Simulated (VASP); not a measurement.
# Lu (P6_3/mmc) in VASP: single point with PBE

Aim: the single point of Lu with PBE.

Program: VASP 6.6.1. These are calculated values, not measurements. Logs are shortened: lines on timing, memory, paths and dates and some standing lists are left out, and cuts for length are marked.

## Step 1: The cell of the first run

The structure is hexagonal, space group P6_3/mmc (No. 194). The conventional cell has a = 3.506 Å, b = 3.506 Å, c = 5.475 Å, α = 90.00°, β = 90.00°, γ = 120.00°. Lu (site symmetry -6m2) has 12 Lu at 3.40 to 3.51 Å within 4.5 Å.

## Step 2: Single point, PBE

The input, INCAR:

```
SYSTEM = Lu
ALGO     = Normal         ! electronic algorithm
EDIFF    = 1E-6           ! SCF threshold, eV
ENCUT    = 520            ! plane-wave cutoff, eV
GGA      = PE             ! functional
ISIF     = 2              ! what is computed and relaxed
ISMEAR   = -1             ! smearing method
LASPH    = .TRUE.         ! aspherical terms in the spheres
LCHARG   = .FALSE.        ! write CHGCAR
LREAL    = .FALSE.        ! projectors in reciprocal space
LWAVE    = .FALSE.        ! write WAVECAR
NBANDS   = 32             ! bands
NELM     = 100            ! most SCF steps
PREC     = Accurate       ! precision mode
SIGMA    = 0.08           ! smearing width, eV
```

The input, KPOINTS:

```
k-points
0
G
  11 11 6
  0 0 0
```

The input, POSCAR:

```
Lu
1.0
    1.7532367843     -3.0366951880      0.0000000000
    1.7532367843      3.0366951880      0.0000000000
    0.0000000000      0.0000000000      5.4754310590
Lu
2
Direct
    0.6666666670      0.3333333330      0.2500000000
    0.3333333330      0.6666666670      0.7500000000
```

Potentials or basis: VASP PAW PBE potentials, release 64 (Lu).

Run with:

```console
$ cat potpaw_PBE.64/Lu/POTCAR > POTCAR
$ mpirun -np 1 vasp_std > vasp.out
```

OUTCAR:

```text
SYSTEM = Lu
   EDIFF = 1E-6
   ENCUT = 520
   GGA = PE
   ISIF = 2
   ISMEAR = -1
   LASPH = .TRUE.
   LREAL = .FALSE.
   NELM = 100
   PREC = Accurate

 ion  position               nearest neighbor table
   1  0.667  0.333  0.250-   2 3.40   2 3.40   2 3.40   2 3.40   2 3.40   2 3.40
   2  0.333  0.667  0.750-   1 3.40   1 3.40   1 3.40   1 3.40   1 3.40   1 3.40

  LATTYP: Found a hexagonal cell.
 ALAT       =     3.5064735685
 C/A-ratio  =     1.5615206994

  Lattice vectors:

 A1 = (   1.7532367843,  -3.0366951880,   0.0000000000)
 A2 = (   1.7532367843,   3.0366951880,   0.0000000000)
 A3 = (   0.0000000000,   0.0000000000,   5.4754310590)

Analysis of symmetry for initial positions (statically):
=====================================================================
 Subroutine PRICEL returns:
 Original cell was already a primitive cell.

 Routine SETGRP: Setting up the symmetry group for a
 hexagonal supercell.

 Subroutine GETGRP returns: Found 24 space group operations
 (whereof 12 operations were pure point group operations)
 out of a pool of 24 trial point group operations.

The static configuration has the point symmetry D_3d.
 The point group associated with its full space group is D_6h.

Analysis of symmetry for dynamics (positions and initial velocities):
=====================================================================
 Subroutine PRICEL returns:
 Original cell was already a primitive cell.

 Routine SETGRP: Setting up the symmetry group for a
 hexagonal supercell.

 Subroutine GETGRP returns: Found 24 space group operations
 (whereof 12 operations were pure point group operations)
 out of a pool of 24 trial point group operations.

The dynamic configuration has the point symmetry D_3d.
 The point group associated with its full space group is D_6h.

 Subroutine INISYM returns: Found 24 space group operations
 (whereof 12 operations are pure point group operations),
 and found     1 'primitive' translations

----------------------------------------------------------------------------------------

                                     Primitive cell

  volume of cell :      58.3029

  direct lattice vectors                    reciprocal lattice vectors
     1.753236784 -3.036695188  0.000000000     0.285186807 -0.164652680  0.000000000
     1.753236784  3.036695188  0.000000000     0.285186807  0.164652680  0.000000000
     0.000000000  0.000000000  5.475431059     0.000000000  0.000000000  0.182634023

  length of vectors
[... 81 lines left out ...]
   NELM   =    100;   NELMIN=  2; NELMDL= -5     # of ELM steps
   EDIFF  = 0.1E-05   stopping-criterion for ELM
   LREAL  =      F    real-space projection
   EDIFFG = 0.1E-04   stopping-criterion for IOM
   NSW    =      0    number of steps for IOM
   IBRION =     -1    ionic relax: 0-MD 1-quasi-New 2-CG
   NFREE  =      0    steps in history (QN), initial steepest desc. (CG)
   ISIF   =      2    stress and relaxation
   ISYM   =      2    0-nonsym 1-usesym 2-fastsym
   POTIM  = 0.5000    time-step for ionic-motion
   TEBEG  =    0.0;   TEEND  =   0.0 temperature during run
   PSTRESS=    0.0 pullay stress
   NELECT =      50.0000    total number of electrons
   NUPDOWN=      -1.0000    fix difference up-down
   EMIN   =  10.00;   EMAX   =-10.00  energy-range for DOS
   EFERMI =   0.00;   METHOD = LEGACY
   ISMEAR =    -1;   SIGMA  =   0.08  broadening in eV -4-tet -1-fermi 0-gaus
   EFERMI_NEDOS =   21; number of points for ismear=-14 and -15
   IALGO  =     38    algorithm
   IMIX   =      4    mixing-type and parameters
     AMIX     =   0.40;   BMIX     =  1.00
     AMIX_MAG =   1.60;   BMIX_MAG =  1.00
  volume/ion in A,a.u.               =      29.15       196.72
  Fermi-wavevector in a.u.,A,eV,Ry     =   1.555374  2.939230 32.915050  2.419188
  Thomas-Fermi vector in A             =   2.659324
   LORBIT       =      0    0 simple, 1 ext, 2 COOP (PROOUT), +10 PAW based schemes
   GGA     = PE    functional components
   LHFCALC =     F    Hartree Fock is set to
   AEXX    =    0.0000 exact exchange contribution
   IVDW    =     0    specifies the selected vdW correction
   LEPSILON=     F    determine dielectric tensor
   LRPA    =     F    only Hartree local field effects (RPA)
 non-spin polarized calculation
  energy-cutoff  :      520.00
  volume of cell :       58.30
 maximum number of plane-waves:      1616
 NGX is ok and might be reduce to    28
   NGX = 13   NGY = 13   NGZ = 21

 number of electron      49.9999993 magnetization

 Free energy of the ion-electron system (eV)
  ---------------------------------------------------
  ext. energy  EPLUGINS =         0.00000000
  ---------------------------------------------------
  free energy    TOTEN  =        -9.07828589 eV

  energy without entropy =       -9.00829139  energy(sigma->0) =       -9.04328864

 E-fermi :   2.2123     XC(G=0): -10.6590

 val. band max:        2.2108115104   @ k =   0.2727   0.0000   0.3333
 cond. band min:       2.2461699197   @ k =   0.1818   0.1818   0.0000
 fundamental gap:      0.0353584093
 Fermi energy:         2.2122979797

 k-point     1 :       0.0000    0.0000    0.0000
  band No.  band energies     occupation
      1     -53.9747      2.00000
      2     -53.9391      2.00000
      3     -24.9205      2.00000
      4     -24.4925      2.00000
      5     -24.4925      2.00000
      6     -24.4077      2.00000
[... 829 lines left out ...]
     31       6.0428      0.00000
     32       6.5831      0.00000

 [... further k-points ...]

------------------------ aborting loop because EDIFF is reached ----------------------------------------

  FORCE on cell =-STRESS in cart. coord.  units (eV):
  Direction    XX          YY          ZZ          XY          YZ          ZX
  --------------------------------------------------------------------------------------
  -------------------------------------------------------------------------------------
  Total        0.1256353      0.1256353      0.1323956      0.0000000      0.0000000     -0.0000000
  in kB        3.4524884      3.4524884      3.6382615      0.0000000      0.0000000     -0.0000000
  external PRESSURE =       3.5144128 kB  Pullay stress =       0.0000000 kB

 VOLUME and BASIS-vectors are now :
 -----------------------------------------------------------------------------
  energy-cutoff  :      520.00
  volume of cell :       58.30
      direct lattice vectors                 reciprocal lattice vectors
     1.753236784 -3.036695188  0.000000000     0.285186807 -0.164652680  0.000000000
     1.753236784  3.036695188  0.000000000     0.285186807  0.164652680  0.000000000
     0.000000000  0.000000000  5.475431059     0.000000000  0.000000000  0.182634023

 POSITION                                       TOTAL-FORCE (eV/Angst)
 -----------------------------------------------------------------------------------
      1.75324     -1.01223      1.36886        -0.000000      0.000000      0.000000
      1.75324      1.01223      4.10657         0.000000     -0.000000      0.000000
 -----------------------------------------------------------------------------------
    total drift:                               -0.000000      0.000002     -0.000000

  FREE ENERGIE OF THE ION-ELECTRON SYSTEM (eV)
  ---------------------------------------------------
  free  energy   TOTEN  =        -9.0782858933 eV

  energy  without entropy=       -9.0082913923  energy(sigma->0) =       -9.04328864
```

It took 2.8 min on 1 thread of Intel Xeon 8259CL, shared host; peak memory 0.25 GiB.

What came out:

| Property | Result |
| --- | --- |
| Free energy | -9.0783 eV |
| Pressure | 0.4 GPa |
| Band gap on the k mesh | zero (band 25 reaches 3.44 eV, above the bottom of band 26 at 1.58 eV) |

Caveat: spin-orbit coupling is left out, which moves the levels of the heavy elements.
